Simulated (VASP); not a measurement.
**BN (zincblende type): relaxation of cell and atoms with PBE**

The system is BN (zincblende type).

```xyz
2
Lattice="0.0000 1.7424 1.7424 1.7424 0.0000 1.7424 1.7424 1.7424 0.0000" Properties=species:S:1:pos:R:3 pbc="T T T"
B     0.0000    0.0000    0.0000
N     0.8712    0.8712    0.8712
```

| Property | Result |
| --- | --- |
| Program | VASP 6.6.1 |
| Task | relaxation of cell and atoms |
| Functional | PBE |
| Potentials or basis | VASP PAW PBE potentials, release 64 (B, N) |
| Cutoff | 600 eV |
| k mesh | 16 × 16 × 16 |
| Occupations | fermi-dirac, width 0.05 eV |
| Spin | no spin polarisation |
| Target pressure | 76 GPa |
| Dipole correction | no |
| Further INCAR settings | ALGO = Normal; EDIFF = 1e-06; IBRION = 2; EDIFFG = -0.005; NSW = 60; ISIF = 3 |

```
Relaxed volume                                         : 5.10 Å³/atom
Relaxed cell                                           : a = 2.435 Å, b = 2.435 Å, c = 2.435 Å, α = 60.00°, β = 60.00°, γ = 60.00°
Space group after relaxing (to 0.05 Å)                 : F-43m (No. 216)
Energy change on relaxing (the enthalpy is what falls) : +75.2 meV/atom
Ionic steps                                            : 4
Pressure after relaxing                                : 76.0 GPa
Band gap on the k mesh                                 : 4.60 eV, indirect (least direct gap 9.52 eV)
```

Step by step:
```
step  energy change (eV)  largest force (eV/Å)  pressure (GPa)  volume (Å³)
   1              0.0000                0.0000           54.76        10.58
   2              0.5616                0.0000          123.57         9.54
   3              0.1469                0.0000           75.52        10.22
   4              0.1504                0.0000           75.96        10.21
```

Final structure:
```
CELL_PARAMETERS angstrom
0.00000 1.72184 1.72184
1.72184 0.00000 1.72184
1.72184 1.72184 0.00000
ATOMIC_POSITIONS crystal
B 0.00000 0.00000 0.00000
N 0.25000 0.25000 0.25000
```

Levels at points of the mesh, in eV from the valence-band top:
| k point | band 1 | band 2 | band 3 | band 4 | band 5 | band 6 | band 7 | band 8 |
| --- | --- | --- | --- | --- | --- | --- | --- | --- |
| (0.00, 0.00, 0.00) | -21.99 | 0.00 | 0.00 | 0.00 | 9.52 | 9.52 | 9.52 | 12.82 |
| (0.50, 0.00, 0.00) | -17.04 | -12.11 | -2.23 | -2.23 | 11.50 | 11.50 | 12.13 | 16.75 |
| (0.50, 0.50, 0.00) | -15.47 | -9.93 | -5.67 | -5.67 | 4.60 | 10.04 | 20.27 | 20.27 |

It took 20 s on 1 thread of Intel(R) Xeon(R) Platinum 8488C (Sapphire Rapids), on a shared host, peak memory 0.13 GiB.

Caveat: the cell is relaxed towards a set pressure, so the enthalpy falls and the energy may rise. A k mesh can miss the band edges.
